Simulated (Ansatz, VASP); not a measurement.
**As: VASP beside Ansatz**

```xyz
12
Lattice="4.2032 2.4267 4.7243 -4.2032 2.4267 4.7243 0.0000 -4.8535 4.7243" Properties=species:S:1:pos:R:3 pbc="T T T"
As   -2.5742    1.4862    3.4066
As    0.0000   -2.9725    3.4066
As    2.5742    1.4862    3.4066
As    2.5742   -1.4862   10.7663
As   -2.5742   -1.4862   10.7663
As    0.0000    2.9725   10.7663
As   -1.2962    0.7484    5.4242
As    0.0000   -1.4967    5.4242
As    1.2962    0.7484    5.4242
As    1.2962   -0.7484    8.7487
As   -1.2962   -0.7484    8.7487
As    0.0000    1.4967    8.7487
```

Alike in both runs: functional r2SCAN; k mesh 6 × 6 × 6; occupations gaussian, width 0.1 eV; no spin polarisation.

Ansatz relaxed the structure, and its values are those at the end. VASP's run is a single point on that final structure, the one shown.

```csv
,VASP,Ansatz
version,VASP 6.6.1,Ansatz 0.2.0
potentials or method,"VASP PAW PBE potentials, release 64 (As), cutoff 520 eV","scalar-relativistic, plane waves, PAW"
valence electrons in the cell,60,180
```

|  | VASP | Ansatz | Ansatz less VASP |
| --- | --- | --- | --- |
| gap on the k mesh at the Fermi level (eV) | none | none | - |
| pressure (GPa) | 0.0 | 0.0 | -0.04 |
| rms of the force components (eV/Å) | 0.015 | 0.002 | -0.0138 |

VASP's potentials were made for PBE, not for r2SCAN. A gap of «none» marks a metal or a gap that the smearing closes. The functional is the same, so the differences come from potentials, cutoffs and numerics. VASP's potentials hold 60 valence electrons a cell and Ansatz's 180, so a difference there can come from the potentials and not from the codes.
